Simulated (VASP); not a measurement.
# Sn (I4/mmm) in VASP: a series of runs

The runs below take Sn through elastic constants, with PBE, PBEsol.

Everything below comes from runs of VASP 6.6.1. Logs are shortened: lines on timing, memory, paths and dates and some standing lists are left out, and cuts for length are marked.

## 1. The cell of the first run

It takes space group I4/mmm (No. 139, tetragonal). The conventional cell has a = 4.058 Å, b = 4.058 Å, c = 3.322 Å, α = 90.00°, β = 90.00°, γ = 90.00°. Sn (site symmetry 4/mmm) has 14 Sn at 3.32 to 4.06 Å within 4.4 Å.

## 2. Elastic constants, PBE

INCAR

```
SYSTEM = Sn
PREC     = Accurate       ! precision mode
ENCUT    = 600            ! plane-wave cutoff, eV
EDIFF    = 1E-8           ! SCF threshold, eV
ISMEAR   = -1             ! smearing method
SIGMA    = 0.05           ! smearing width, eV
LREAL    = .False.        ! projectors in reciprocal space
LASPH    = .True.         ! aspherical terms in the spheres
NELM     = 80             ! most SCF steps
ALGO     = Normal         ! electronic algorithm
ISIF     = 3              ! what is computed and relaxed
LWAVE    = .False.        ! write WAVECAR
LCHARG   = .False.        ! write CHGCAR
GGA      = PE             ! functional
NBANDS   = 13             ! bands
IBRION   = 6              ! ionic algorithm
NFREE    = 2            
POTIM    = 0.015          ! step
NSW      = 1              ! ionic steps
```

KPOINTS

```
Automatic mesh
0
Gamma
  7 7 7
  0 0 0
```

POSCAR

```
Sn
1.0
   -2.0291894110      2.0291894110      1.6607599896
    2.0291894110     -2.0291894110      1.6607599896
    2.0291894110      2.0291894110     -1.6607599896
Sn
1
Direct
    0.0000000000      0.0000000000      0.0000000000
```

Potentials or basis: VASP PAW PBE potentials, release 64 (Sn_d).

Launch:

```console
$ cat potpaw_PBE.64/Sn_d/POTCAR > POTCAR
$ mpirun -np 1 vasp_std > vasp.out
```

OUTCAR:

```text
SYSTEM = Sn
   PREC = Accurate
   ENCUT = 600
   EDIFF = 1E-8
   ISMEAR = -1
   LREAL = .False.
   LASPH = .True.
   NELM = 80
   ISIF = 3
   GGA = PE
   IBRION = 6
   NFREE = 2
   POTIM = 0.015
   NSW = 1

 ion  position               nearest neighbor table
   1  0.000  0.000  0.000-

  LATTYP: Found a body centered tetragonal cell.
 ALAT       =     4.0583788220
 C/A-ratio  =     0.8184351745

  Lattice vectors:

 A1 = (  -2.0291894110,   2.0291894110,   1.6607599896)
 A2 = (   2.0291894110,  -2.0291894110,   1.6607599896)
 A3 = (   2.0291894110,   2.0291894110,  -1.6607599896)

Analysis of symmetry for initial positions (statically):
=====================================================================
 Subroutine PRICEL returns:
 Original cell was already a primitive cell.

 Routine SETGRP: Setting up the symmetry group for a
 body centered tetragonal supercell.

 Subroutine GETGRP returns: Found 16 space group operations
 (whereof 16 operations were pure point group operations)
 out of a pool of 16 trial point group operations.

The static configuration has the point symmetry D_4h.

Analysis of symmetry for dynamics (positions and initial velocities):
=====================================================================
 Subroutine PRICEL returns:
 Original cell was already a primitive cell.

 Routine SETGRP: Setting up the symmetry group for a
 body centered tetragonal supercell.

 Subroutine GETGRP returns: Found 16 space group operations
 (whereof 16 operations were pure point group operations)
 out of a pool of 16 trial point group operations.

The dynamic configuration has the point symmetry D_4h.

 Subroutine INISYM returns: Found 16 space group operations
 (whereof 16 operations are pure point group operations),
 and found     1 'primitive' translations

----------------------------------------------------------------------------------------

                                     Primitive cell

  volume of cell :      27.3534

  direct lattice vectors                    reciprocal lattice vectors
    -2.029189411  2.029189411  1.660759990     0.000000000  0.246403809  0.301066983
     2.029189411 -2.029189411  1.660759990     0.246403809  0.000000000  0.301066983
     2.029189411  2.029189411 -1.660759990     0.246403809  0.246403809  0.000000000

  length of vectors
     3.315621069  3.315621069  3.315621069     0.389045197  0.389045197  0.348467608

  position of ions in fractional coordinates (direct lattice)
     0.000000000  0.000000000  0.000000000

  ion indices of the primitive-cell ions
   primitive index   ion index
                 1           1

----------------------------------------------------------------------------------------

 KPOINTS: Automatic mesh

Automatic generation of k-mesh.
 Grid dimensions read from file:
 generate k-points for:    7    7    7

 Generating k-lattice:

  Cartesian coordinates                     Fractional coordinates (reciprocal lattice)
     0.000000000  0.035200544  0.043009569     0.142857143 -0.000000000  0.000000000
     0.035200544  0.000000000  0.043009569    -0.000000000  0.142857143  0.000000000
     0.035200544  0.035200544  0.000000000     0.000000000  0.000000000  0.142857143

  Length of vectors
     0.055577885  0.055577885  0.049781087

  Shift w.r.t. Gamma in fractional coordinates (k-lattice)
[... 91 lines left out ...]

 number of electron      14.0000001 magnetization

 Free energy of the ion-electron system (eV)
  ---------------------------------------------------
  ext. energy  EPLUGINS =         0.00000000
  ---------------------------------------------------
  free energy    TOTEN  =        -3.79787125 eV

  energy without entropy =       -3.79373633  energy(sigma->0) =       -3.79580379

------------------------ aborting loop because EDIFF is reached ----------------------------------------

  FORCE on cell =-STRESS in cart. coord.  units (eV):
  Direction    XX          YY          ZZ          XY          YZ          ZX
  --------------------------------------------------------------------------------------
  -------------------------------------------------------------------------------------
  Total        0.1557718      0.1557718      0.5250599      0.0000000      0.0000000      0.0000000
  in kB        9.1240446      9.1240446     30.7544105      0.0000000      0.0000000      0.0000000
  external PRESSURE =      16.3341665 kB  Pullay stress =       0.0000000 kB
[... 86 lines left out ...]
  FREE ENERGIE OF THE ION-ELECTRON SYSTEM (eV)
  ---------------------------------------------------
  free  energy   TOTEN  =        -3.7946591731 eV

  energy  without entropy=       -3.7905848931  energy(sigma->0) =       -3.79262203

[... ionic steps 4 to 14 ...]

--------------------------------------- Ionic step       15  -------------------------------------------

 number of electron      13.9999999 magnetization

------------------------ aborting loop because EDIFF is reached ----------------------------------------
[... 65 lines left out ...]
--------------------------------------- Ionic step       17  -------------------------------------------

 number of electron      14.0000003 magnetization

 Free energy of the ion-electron system (eV)
  ---------------------------------------------------
  ext. energy  EPLUGINS =         0.00000000
  ---------------------------------------------------
  free energy    TOTEN  =        -3.79787407 eV

  energy without entropy =       -3.79373915  energy(sigma->0) =       -3.79580661

 E-fermi :   8.0390     XC(G=0): -10.3223

 val. band max:        8.0310064389   @ k =   0.1429   0.1429   0.1429
 cond. band min:       8.2352222177   @ k =  -0.2857  -0.2857   0.1429
 fundamental gap:      0.2042157788
 Fermi energy:         8.0389977180

 k-point     1 :       0.0000    0.0000    0.0000
  band No.  band energies     occupation
      1     -13.5542      2.00000
      2     -13.4805      2.00000
      3     -13.4805      2.00000
      4     -13.4790      2.00000
      5     -13.3632      2.00000
      6      -3.0517      2.00000
      7      14.7562      0.00000
      8      14.7562      0.00000
      9      17.3209      0.00000
     10      18.2412      0.00000
     11      19.3875      0.00000
     12      20.5201      0.00000
     13      20.5201      0.00000
[... 354 lines left out ...]
  band No.  band energies     occupation
      1     -13.5361      2.00000
      2     -13.4724      2.00000
      3     -13.4276      2.00000
      4     -13.4264      2.00000
      5     -13.3335      2.00000
      6       0.5640      2.00000
      7       4.4147      2.00000
      8      12.9284      0.00000
      9      13.7779      0.00000
     10      16.4329      0.00000
     11      18.5843      0.00000
     12      20.5533      0.00000
     13      20.7667      0.00000

 [... further k-points ...]
[... 5 lines left out ...]
  --------------------------------------------------------------------------------------
  -------------------------------------------------------------------------------------
  Total        0.1557604      0.1557604      0.5249257      0.0000000      0.0000000      0.0000000
  in kB        9.1233741      9.1233741     30.7465511      0.0000000      0.0000000      0.0000000
  external PRESSURE =      16.3310998 kB  Pullay stress =       0.0000000 kB
[... 16 lines left out ...]
  FREE ENERGIE OF THE ION-ELECTRON SYSTEM (eV)
  ---------------------------------------------------
  free  energy   TOTEN  =        -3.7978740714 eV

  energy  without entropy=       -3.7937391523  energy(sigma->0) =       -3.79580661

 INTERNAL STRAIN TENSORS FROM STRAINED CELLS
 ============================================

 INTERNAL STRAIN TENSOR FOR ION    1 for displacements in x,y,z  (eV/Angst):
          X           Y           Z          XY          YZ          ZX
  --------------------------------------------------------------------------------
  x    -0.00000     0.00000    -0.00000    -0.00000    -0.00000    -0.00000
  y     0.00000     0.00000     0.00000     0.00000     0.00000    -0.00000
  z    -0.00000    -0.00000    -0.00000    -0.00000     0.00000    -0.00000

 INTERNAL STRAIN TENSORS FROM DISPLACED ATOMS
 ============================================

 INTERNAL STRAIN TENSOR FOR ION    1 for displacements in x,y,z  (eV/Angst):
          X           Y           Z          XY          YZ          ZX
  --------------------------------------------------------------------------------
  x     0.00000     0.00000     0.00000     0.00000     0.00000     0.00000
  y     0.00000     0.00000     0.00000     0.00000     0.00000     0.00000
  z     0.00000     0.00000     0.00000     0.00000     0.00000     0.00000

 Eigenvectors and eigenvalues of the dynamical matrix
 ----------------------------------------------------

   1 f  =    0.000000 THz     0.000000 2PiTHz    0.000000 cm-1     0.000000 meV
             X         Y         Z           dx          dy          dz
      0.000000  0.000000  0.000000     0.000000    0.000000    1.000000

   2 f/i=    0.000000 THz     0.000000 2PiTHz    0.000000 cm-1     0.000000 meV
             X         Y         Z           dx          dy          dz
      0.000000  0.000000  0.000000    -0.245223    0.969467    0.000000

   3 f/i=    0.000000 THz     0.000000 2PiTHz    0.000000 cm-1     0.000000 meV
             X         Y         Z           dx          dy          dz
      0.000000  0.000000  0.000000    -0.969467   -0.245223    0.000000

--------------------------------------------------------------------------------------------------------

 ELASTIC MODULI CONTR FROM IONIC RELAXATION (kBar)
 Direction    XX          YY          ZZ          XY          YZ          ZX
 --------------------------------------------------------------------------------
 XX           0.0000      0.0000      0.0000      0.0000      0.0000      0.0000
 YY           0.0000      0.0000      0.0000      0.0000      0.0000      0.0000
 ZZ           0.0000      0.0000      0.0000      0.0000      0.0000      0.0000
 XY           0.0000      0.0000      0.0000      0.0000      0.0000      0.0000
 YZ           0.0000      0.0000      0.0000      0.0000      0.0000      0.0000
 ZX           0.0000      0.0000      0.0000      0.0000      0.0000      0.0000
 --------------------------------------------------------------------------------

 TOTAL ELASTIC MODULI (kBar)
 Direction    XX          YY          ZZ          XY          YZ          ZX
 --------------------------------------------------------------------------------
 XX         512.3682    309.2249    610.3298      0.0000      0.0000     -0.0000
 YY         309.2249    512.3682    610.3298      0.0000      0.0000     -0.0000
 ZZ         610.3298    610.3298    781.2257      0.0000      0.0000      0.0000
 XY           0.0000      0.0000      0.0000    564.0126      0.0000      0.0000
 YZ           0.0000      0.0000      0.0000      0.0000    204.3079      0.0000
 ZX          -0.0000     -0.0000      0.0000      0.0000      0.0000    204.3078
 --------------------------------------------------------------------------------
```

Wall time 4.6 min (1 thread of AMD EPYC 7R13 (Zen 3), shared host); peak memory 0.19 GiB.

What came out:

```
Voigt bulk modulus : 54 GPa
```

Elastic tensor in Voigt notation (GPa, in the Cartesian axes of the cell as first typed):
```
51 31 61  0  0  0
31 51 61  0  0  0
61 61 78  0  0  0
 0  0  0 20  0  0
 0  0  0  0 20  0
 0  0  0  0  0 56
```

Clamped-ion elastic tensor (GPa):
```
51 31 61  0  0  0
31 51 61  0  0  0
61 61 78  0  0  0
 0  0  0 20  0  0
 0  0  0  0 20  0
 0  0  0  0  0 56
```

Caveat: the cell is under stress, which shifts elastic constants; the elastic tensor has a negative eigenvalue, so either the cell is unstable as it stands or the mesh is too thin; spin-orbit coupling is left out, which moves the levels of the heavy elements.

## 3. Elastic constants, PBEsol

INCAR

```
PREC = Accurate
ENCUT = 600
EDIFF = 1E-8
ISMEAR = -1
SIGMA = 0.05
LREAL = F
LASPH = T
NELM = 80
ALGO = Normal
ISIF = 3
LWAVE = F
LCHARG = T
GGA = PS
NBANDS = 13
IBRION = 6
NFREE = 2
POTIM = 0.015
NSW = 1
```

KPOINTS

```
Automatic mesh
0
Gamma
  7 7 7
```

POSCAR is that of step 2.

Potentials or basis: VASP PAW PBE potentials, release 64 (Sn_d).

Launch:

```console
$ cat potpaw_PBE.64/Sn_d/POTCAR > POTCAR
$ mpirun -np 1 vasp_std > vasp.out
```

Run time: 4.6 min. Hardware: 1 thread of AMD EPYC 7R13 (Zen 3), shared host; peak memory 0.19 GiB.

It converged, with:

```
Voigt bulk modulus : 52 GPa
```

Elastic tensor in Voigt notation (GPa, in the Cartesian axes of the cell as first typed):
```
47 31 59  0  0  0
31 47 59  0  0  0
59 59 73  0  0  0
 0  0  0 20  0  0
 0  0  0  0 20  0
 0  0  0  0  0 54
```

Clamped-ion elastic tensor (GPa):
```
47 31 59  0  0  0
31 47 59  0  0  0
59 59 73  0  0  0
 0  0  0 20  0  0
 0  0  0  0 20  0
 0  0  0  0  0 54
```

Caveat: the cell is under stress, which shifts elastic constants; the elastic tensor has a negative eigenvalue, so either the cell is unstable as it stands or the mesh is too thin; the PAW data sets were made with another functional, which shifts forces and pressure a little; spin-orbit coupling is left out, which moves the levels of the heavy elements.
